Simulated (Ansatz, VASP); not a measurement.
**Ca2O in VASP and in Ansatz**

```
Ca O
1.0
     5.61232    0.00000    0.00000
     0.00000    5.61232    0.00000
     0.00000    0.00000    5.95783
Ca O
4 2
Direct
  0.20436 0.20436 0.00000
  0.79564 0.79564 0.00000
  0.79564 0.20436 0.50000
  0.20436 0.79564 0.50000
  0.00000 0.00000 0.75000
  0.00000 0.00000 0.25000
```

Alike in both runs: functional PBE; k mesh 4 × 4 × 4; occupations gaussian, width 0.1 eV; no spin polarisation.

Ansatz relaxed the structure, and its values are those at the end. VASP's run is a single point on that final structure, the one shown.

|  | VASP | Ansatz |
| --- | --- | --- |
| version | VASP 6.6.1 | Ansatz 0.2.0 |
| potentials or method | VASP PAW PBE potentials, release 64 (Ca_sv, O), cutoff 520 eV | scalar-relativistic, plane waves, PAW |
| valence electrons in the cell | 52 | 52 |

|  | VASP | Ansatz | Ansatz less VASP |
| --- | --- | --- | --- |
| gap on the k mesh at the Fermi level (eV) | none | none | - |
| pressure (GPa) | 0.3 | 0.1 | -0.23 |
| rms of the force components (eV/Å) | 0.040 | 0.001 | -0.0389 |

A gap of «none» marks a metal or a gap that the smearing closes. The functional is the same, so the differences come from potentials, cutoffs and numerics.
